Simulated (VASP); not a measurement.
## AlN: single point with PBE

AlN:

```
Al N
1.0
    -3.11100    0.00000    0.00000
    -1.55550   -2.69421    0.00000
     0.00000    0.00000   14.45600
Al N
4 4
Cartesian
  -1.5555 -0.8981 8.9977
  -1.5555 -0.8981 4.0197
  -3.1110 -1.7961 1.5307
  -3.1110 -1.7961 6.5087
  -1.5555 -0.8981 0.9583
  -1.5555 -0.8981 5.9363
  -3.1110 -1.7961 3.4473
  -3.1110 -1.7961 8.4253
```

This cell differs from its parent crystal: the distance across one plane changed.

```json
{"Program": "VASP 6.6.1", "Task": "single point", "Functional": "PBE", "Potentials or basis": "VASP PAW PBE potentials, release 64 (Al, N)", "Cutoff": "520 eV", "k mesh": "8 × 8 × 3", "Occupations": "gaussian, width 0.05 eV", "Spin": "no spin polarisation", "Dipole correction": "no", "Further INCAR settings": "ALGO = Normal; EDIFF = 1e-06; NBANDS = 26"}
```

```yaml
Pressure: 1.5 GPa
Largest_force: 2.042 eV/Å
Band_gap_on_the_k_mesh: zero (bands 16 and 17 overlap by 0.23 eV)
```

Forces on the atoms (eV/Å):
```
Al   0.000  0.000 -0.125
Al   0.000  0.000 -1.083
Al   0.000  0.000 -2.042
Al   0.000  0.000 -1.162
N    0.000  0.000  1.526
N    0.000  0.000  0.981
N    0.000  0.000  1.121
N    0.000  0.000  0.784
```

Stress tensor (GPa, compression positive):
```
1.49 0.00 0.00
0.00 1.49 0.00
0.00 0.00 1.59
```

Levels at points of the mesh, in eV from the Fermi level:
```tsv
k point	band 13	band 14	band 15	band 16	band 17	band 18	band 19	band 20
(0.00, 0.00, 0.00)	-1.51	-0.95	-0.46	0.10	0.10	3.19	4.04	5.03
(0.50, 0.00, 0.00)	-2.44	-2.35	-0.66	-0.13	0.83	2.40	3.78	4.44
```

It took 44 s on 1 thread of Intel(R) Xeon(R) 6975P-C (Granite Rapids), on a shared host, peak memory 0.26 GiB.

Caveat: the cell differs from its parent crystal (the distance across one plane changed); forces of over 1 eV/Å act on the atoms, so gaps and moduli don't describe the material at rest.
